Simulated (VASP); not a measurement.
# Ta3Sb (Pm-3n) in VASP: single point with LDA

Aim: the single point of Ta3Sb with LDA.

Everything below comes from runs of VASP 6.6.1. Logs are shortened: lines on timing, memory, paths and dates and some standing lists are left out, and cuts for length are marked.

**1. The cell of the first run**

It takes space group Pm-3n (No. 223, cubic). The conventional cell has a = 5.201 Å, b = 5.201 Å, c = 5.201 Å, α = 90.00°, β = 90.00°, γ = 90.00°. Within 3.4 Å of Ta (site symmetry -4m2) lie 10 Ta at 2.60 to 3.18 Å and 4 Sb at 2.91 Å. Within 3.8 Å of Sb (site symmetry m-3) lie 12 Ta at 2.91 Å.

**2. Single point, LDA**

POSCAR

```
Ta3Sb
1.0
    5.2005941987      0.0000000000      0.0000000000
    0.0000000000      5.2005941987      0.0000000000
    0.0000000000      0.0000000000      5.2005941987
Ta Sb
6 2
Direct
    0.2500000000      0.0000000000      0.5000000000
    0.5000000000      0.7500000000      0.0000000000
    0.7500000000      0.0000000000      0.5000000000
    0.5000000000      0.2500000000      0.0000000000
    0.0000000000      0.5000000000      0.7500000000
    0.0000000000      0.5000000000      0.2500000000
    0.0000000000      0.0000000000      0.0000000000
    0.5000000000      0.5000000000      0.5000000000
```

INCAR.step1

```
SYSTEM = Ta3Sb
ALGO = Fast
EDIFF = 1E-7
ENCUT = 520
GGA = CA
ISIF = 2
ISMEAR = 0
LASPH = .True.
LCHARG = .True.
LMAXMIX = 4
LREAL = .False.
LWAVE = .False.
NBANDS = 48
NELM = 80
PREC = Accurate
SIGMA = 0.1
```

KPOINTS.step1

```
k-points
0
Gamma
  8 8 8
  0 0 0
```

INCAR.step2

```
SYSTEM = Ta3Sb
ALGO = Fast
EDIFF = 1E-7
ENCUT = 520
GGA = CA
ICHARG = 11
ISIF = 2
ISMEAR = -5
LASPH = .True.
LCHARG = .False.
LMAXMIX = 4
LORBIT = 10
LREAL = .False.
LWAVE = .False.
NEDOS = 1001
NELM = 80
PREC = Accurate
SIGMA = 0.1
```

KPOINTS.step2

```
k-points
0
Gamma
  12 12 12
  0 0 0
```

Potentials or basis: VASP PAW LDA potentials, release 64 (Ta_pv, Sb).

The run is started by

```bash
$ cat potpaw_LDA.64/Ta_pv/POTCAR potpaw_LDA.64/Sb/POTCAR > POTCAR
$ cp INCAR.step1 INCAR
$ cp KPOINTS.step1 KPOINTS
$ mpirun -np 1 vasp_std > vasp.out
$ cp INCAR.step2 INCAR
$ cp KPOINTS.step2 KPOINTS
$ mpirun -np 1 vasp_std > vasp.out
```

OUTCAR:

```text
SYSTEM = Ta3Sb
   EDIFF = 1E-7
   ENCUT = 520
   GGA = CA
   ICHARG = 11
   ISIF = 2
   ISMEAR = -5
   LASPH = .True.
   LORBIT = 10
   LREAL = .False.
   NELM = 80
   PREC = Accurate

 ion  position               nearest neighbor table
   1  0.250  0.000  0.500-   3 2.60   3 2.60   8 2.91   7 2.91   8 2.91   7 2.91   5 3.18   6 3.18
                             6 3.18   5 3.18   4 3.18   2 3.18   4 3.18   2 3.18
   2  0.500  0.750  0.000-   4 2.60   4 2.60   8 2.91   8 2.91   7 2.91   7 2.91   6 3.18   5 3.18
                             6 3.18   5 3.18   1 3.18   1 3.18   3 3.18   3 3.18
   3  0.750  0.000  0.500-   1 2.60   1 2.60   8 2.91   7 2.91   8 2.91   7 2.91   5 3.18   6 3.18
                             6 3.18   5 3.18   4 3.18   2 3.18   4 3.18   2 3.18
   4  0.500  0.250  0.000-   2 2.60   2 2.60   8 2.91   8 2.91   7 2.91   7 2.91   6 3.18   5 3.18
                             6 3.18   5 3.18   3 3.18   1 3.18   3 3.18   1 3.18
   5  0.000  0.500  0.750-   6 2.60   6 2.60   8 2.91   7 2.91   7 2.91   8 2.91   3 3.18   4 3.18
                             1 3.18   3 3.18   1 3.18   2 3.18   4 3.18   2 3.18
   6  0.000  0.500  0.250-   5 2.60   5 2.60   8 2.91   7 2.91   7 2.91   8 2.91   3 3.18   4 3.18
                             1 3.18   3 3.18   1 3.18   2 3.18   4 3.18   2 3.18
   7  0.000  0.000  0.000-   1 2.91   2 2.91   3 2.91   4 2.91   5 2.91   6 2.91   1 2.91   3 2.91
                             5 2.91   6 2.91   2 2.91   4 2.91
   8  0.500  0.500  0.500-   1 2.91   2 2.91   3 2.91   4 2.91   5 2.91   6 2.91   2 2.91   4 2.91
                             1 2.91   3 2.91   5 2.91   6 2.91

  LATTYP: Found a simple cubic cell.
 ALAT       =     5.2005941987

  Lattice vectors:

 A1 = (   5.2005941987,   0.0000000000,   0.0000000000)
 A2 = (   0.0000000000,   5.2005941987,   0.0000000000)
 A3 = (   0.0000000000,   0.0000000000,   5.2005941987)

Analysis of symmetry for initial positions (statically):
=====================================================================
 Subroutine PRICEL returns:
 Original cell was already a primitive cell.

 Routine SETGRP: Setting up the symmetry group for a
 simple cubic supercell.

 Subroutine GETGRP returns: Found 48 space group operations
 (whereof 24 operations were pure point group operations)
 out of a pool of 48 trial point group operations.

The static configuration has the point symmetry T_h .
 The point group associated with its full space group is O_h .

Analysis of symmetry for dynamics (positions and initial velocities):
=====================================================================
 Subroutine PRICEL returns:
 Original cell was already a primitive cell.

 Routine SETGRP: Setting up the symmetry group for a
 simple cubic supercell.

 Subroutine GETGRP returns: Found 48 space group operations
 (whereof 24 operations were pure point group operations)
 out of a pool of 48 trial point group operations.

The dynamic configuration has the point symmetry T_h .
 The point group associated with its full space group is O_h .

 Subroutine INISYM returns: Found 48 space group operations
 (whereof 24 operations are pure point group operations),
 and found     1 'primitive' translations

----------------------------------------------------------------------------------------

                                     Primitive cell

  volume of cell :     140.6562

  direct lattice vectors                    reciprocal lattice vectors
     5.200594199  0.000000000  0.000000000     0.192285720  0.000000000  0.000000000
     0.000000000  5.200594199  0.000000000     0.000000000  0.192285720  0.000000000
     0.000000000  0.000000000  5.200594199     0.000000000  0.000000000  0.192285720

  length of vectors
     5.200594199  5.200594199  5.200594199     0.192285720  0.192285720  0.192285720

  position of ions in fractional coordinates (direct lattice)
     0.250000000  0.000000000  0.500000000
     0.500000000  0.750000000  0.000000000
     0.750000000  0.000000000  0.500000000
     0.500000000  0.250000000  0.000000000
     0.000000000  0.500000000  0.750000000
     0.000000000  0.500000000  0.250000000
     0.000000000  0.000000000  0.000000000
     0.500000000  0.500000000  0.500000000

  ion indices of the primitive-cell ions
   primitive index   ion index
                 1           1
                 2           2
                 3           3
                 4           4
                 5           5
                 6           6
                 7           7
                 8           8

----------------------------------------------------------------------------------------

 KPOINTS: k-points

Automatic generation of k-mesh.
 Grid dimensions read from file:
 generate k-points for:   12   12   12

 Generating k-lattice:

  Cartesian coordinates                     Fractional coordinates (reciprocal lattice)
     0.016023810  0.000000000  0.000000000     0.083333333  0.000000000  0.000000000
     0.000000000  0.016023810  0.000000000     0.000000000  0.083333333  0.000000000
     0.000000000  0.000000000  0.016023810     0.000000000  0.000000000  0.083333333

  Length of vectors
     0.016023810  0.016023810  0.016023810

  Shift w.r.t. Gamma in fractional coordinates (k-lattice)
     0.000000000  0.000000000  0.000000000

 TETIRR: Found    854 inequivalent tetrahedra from    10368

 Subroutine IBZKPT returns following result:
 ===========================================

 Found     84 irreducible k-points:

 Following reciprocal coordinates:
            Coordinates               Weight
  0.000000  0.000000  0.000000      1.000000
  0.083333  0.000000  0.000000      6.000000
  0.166667  0.000000  0.000000      6.000000
  0.250000  0.000000  0.000000      6.000000
  0.333333  0.000000  0.000000      6.000000
  0.416667  0.000000  0.000000      6.000000
[... 16 lines left out ...]
  0.333333  0.333333  0.000000     12.000000
  0.416667  0.333333  0.000000     24.000000
 [... further k-points ...]
   k-points           NKPTS =     84   k-points in BZ     NKDIM =     84   number of bands    NBANDS=     45
   number of dos      NEDOS =   1001   number of ions     NIONS =      8
   total plane-waves  NPLWV =  64000
   dimension x,y,z NGX =    40 NGY =   40 NGZ =   40
   dimension x,y,z NGXF=    80 NGYF=   80 NGZF=   80
   ions per type =               6   2
   NGX,Y,Z   is equivalent  to a cutoff of  12.79, 12.79, 12.79 a.u.
   NGXF,Y,Z  is equivalent  to a cutoff of  25.57, 25.57, 25.57 a.u.
 SYSTEM =  Ta3Sb
   PREC   = accura    normal or accurate (medium, high low for compatibility)
   ISTART =      0    job   : 0-new  1-cont  2-samecut
   ICHARG =     11    charge: 1-file 2-atom 10-const
   ISPIN  =      1    spin polarized calculation?
   LNONCOLLINEAR =      F non collinear calculations
   LSORBIT =      F    spin-orbit coupling
   LASPH  =      T    aspherical Exc in radial PAW
   ENCUT  =  520.0 eV  38.22 Ry    6.18 a.u.   9.67  9.67  9.67*2*pi/ulx,y,z
   NELM   =     80;   NELMIN=  2; NELMDL=  0     # of ELM steps
   EDIFF  = 0.1E-06   stopping-criterion for ELM
   LREAL  =      F    real-space projection
   EDIFFG = 0.1E-05   stopping-criterion for IOM
   NSW    =      0    number of steps for IOM
   IBRION =     -1    ionic relax: 0-MD 1-quasi-New 2-CG
   NFREE  =      0    steps in history (QN), initial steepest desc. (CG)
   ISIF   =      2    stress and relaxation
   ISYM   =      2    0-nonsym 1-usesym 2-fastsym
   POTIM  = 0.5000    time-step for ionic-motion
   TEBEG  =    0.0;   TEEND  =   0.0 temperature during run
   PSTRESS=    0.0 pullay stress
   NELECT =      76.0000    total number of electrons
   NUPDOWN=      -1.0000    fix difference up-down
   EMIN   =  10.00;   EMAX   =-10.00  energy-range for DOS
   EFERMI =   0.00;   METHOD = LEGACY
   ISMEAR =    -5;   SIGMA  =   0.10  broadening in eV -4-tet -1-fermi 0-gaus
   EFERMI_NEDOS =   21; number of points for ismear=-14 and -15
   IALGO  =     68    algorithm
   IMIX   =      4    mixing-type and parameters
     AMIX     =   0.40;   BMIX     =  1.00
     AMIX_MAG =   1.60;   BMIX_MAG =  1.00
  volume/ion in A,a.u.               =      17.58       118.65
  Fermi-wavevector in a.u.,A,eV,Ry     =   1.333398  2.519756 24.190473  1.777950
  Thomas-Fermi vector in A             =   2.462259
   LORBIT       =     10    0 simple, 1 ext, 2 COOP (PROOUT), +10 PAW based schemes
   GGA     = CA    functional components
   LHFCALC =     F    Hartree Fock is set to
   AEXX    =    0.0000 exact exchange contribution
   IVDW    =     0    specifies the selected vdW correction
   LEPSILON=     F    determine dielectric tensor
   LRPA    =     F    only Hartree local field effects (RPA)
 non-spin polarized calculation
 RMM-DIIS sequential band-by-band and
 Fermi weights with tetrahedron method with Bloechl corrections
  energy-cutoff  :      520.00
  volume of cell :      140.66
 maximum number of plane-waves:      3840
 NGX is ok and might be reduce to    40

 number of electron      76.0000014 magnetization

 Free energy of the ion-electron system (eV)
  ---------------------------------------------------
  ext. energy  EPLUGINS =         0.00000000
  ---------------------------------------------------
  free energy    TOTEN  =       -87.79939835 eV

  energy without entropy =      -87.79939835  energy(sigma->0) =      -87.79939835

 E-fermi :   8.1477     XC(G=0): -12.7573

 val. band max:        8.1774058828   @ k =   0.5000   0.5000   0.0000
 cond. band min:       8.0730610636   @ k =   0.5000   0.5000   0.4167
 fundamental gap:     -0.1043448192
 Fermi energy:         8.1477006105

 k-point     1 :       0.0000    0.0000    0.0000
  band No.  band energies     occupation
      1     -26.6131      2.00000
      2     -26.6131      2.00000
      3     -26.4712      2.00000
      4     -25.9441      2.00000
      5     -25.9441      2.00000
      6     -25.9441      2.00000
[... 37 lines left out ...]
     44      11.0903      0.00000
     45      12.5993      0.00000

 k-point     2 :       0.0833    0.0000    0.0000
  band No.  band energies     occupation
      1     -26.6123      2.00000
      2     -26.5967      2.00000
      3     -26.4626      2.00000
      4     -25.9430      2.00000
      5     -25.9430      2.00000
      6     -25.9364      2.00000
[... 37 lines left out ...]
     44      11.1484      0.00000
     45      12.2359      0.00000

 k-point     3 :       0.1667    0.0000    0.0000
  band No.  band energies     occupation
      1     -26.6099      2.00000
      2     -26.5678      2.00000
      3     -26.4175      2.00000
      4     -25.9400      2.00000
      5     -25.9400      2.00000
      6     -25.9143      2.00000
[... 997 lines left out ...]
     44      10.2032      0.00000
     45      11.1080      0.00000

 k-point    24 :       0.4167    0.3333    0.0000
  band No.  band energies     occupation
      1     -26.5870      2.00000
      2     -26.1768      2.00000
      3     -25.9725      2.00000
      4     -25.8687      2.00000
      5     -25.8312      2.00000
      6     -25.8134      2.00000
[... 37 lines left out ...]
     44      10.0181      0.00000
     45      11.0414      0.00000

 [... further k-points ...]

------------------------ aborting loop because EDIFF is reached ----------------------------------------

  FORCE on cell =-STRESS in cart. coord.  units (eV):
  Direction    XX          YY          ZZ          XY          YZ          ZX
  --------------------------------------------------------------------------------------
  -------------------------------------------------------------------------------------
  Total        0.8186594      0.8186594      0.8186594     -0.0000000     -0.0000000     -0.0000000
  in kB        9.3251311      9.3251311      9.3251311     -0.0000000     -0.0000000     -0.0000000
  external PRESSURE =       9.3251311 kB  Pullay stress =       0.0000000 kB

 VOLUME and BASIS-vectors are now :
 -----------------------------------------------------------------------------
  energy-cutoff  :      520.00
  volume of cell :      140.66
      direct lattice vectors                 reciprocal lattice vectors
     5.200594199  0.000000000  0.000000000     0.192285720  0.000000000  0.000000000
     0.000000000  5.200594199  0.000000000     0.000000000  0.192285720  0.000000000
     0.000000000  0.000000000  5.200594199     0.000000000  0.000000000  0.192285720

 POSITION                                       TOTAL-FORCE (eV/Angst)
 -----------------------------------------------------------------------------------
      1.30015      0.00000      2.60030        -0.000000      0.000000      0.000000
      2.60030      3.90045      0.00000         0.000000      0.000000     -0.000000
      3.90045      0.00000      2.60030         0.000000      0.000000      0.000000
      2.60030      1.30015      0.00000        -0.000000     -0.000000     -0.000000
      0.00000      2.60030      3.90045        -0.000000     -0.000000     -0.000000
      0.00000      2.60030      1.30015         0.000000     -0.000000      0.000000
      0.00000      0.00000      0.00000        -0.000000     -0.000000     -0.000000
      2.60030      2.60030      2.60030        -0.000000     -0.000000     -0.000000
 -----------------------------------------------------------------------------------
    total drift:                               -0.000000     -0.000000      0.000000

  FREE ENERGIE OF THE ION-ELECTRON SYSTEM (eV)
  ---------------------------------------------------
  free  energy   TOTEN  =       -87.7993983492 eV

  energy  without entropy=      -87.7993983492  energy(sigma->0) =      -87.79939835

 total charge

# of ion       s       p       d       tot
------------------------------------------
    1        0.332   6.165   2.531   9.028
    2        0.332   6.165   2.531   9.028
    3        0.332   6.165   2.531   9.028
    4        0.332   6.165   2.531   9.028
    5        0.332   6.165   2.531   9.028
    6        0.332   6.165   2.531   9.028
    7        1.055   1.407   0.140   2.602
    8        1.055   1.407   0.140   2.602
--------------------------------------------------
tot          4.099  39.806  15.465  59.371
```

Wall time 5.4 min (1 thread of Intel Xeon 6975P-C (Granite Rapids), shared host); peak memory 0.48 GiB.

Results:

| Item | Value |
| --- | --- |
| Valence electrons inside the program's atomic spheres | Ta 9.03; Sb 2.60 |

Caveat: spin-orbit coupling is left out, which moves the levels of the heavy elements.
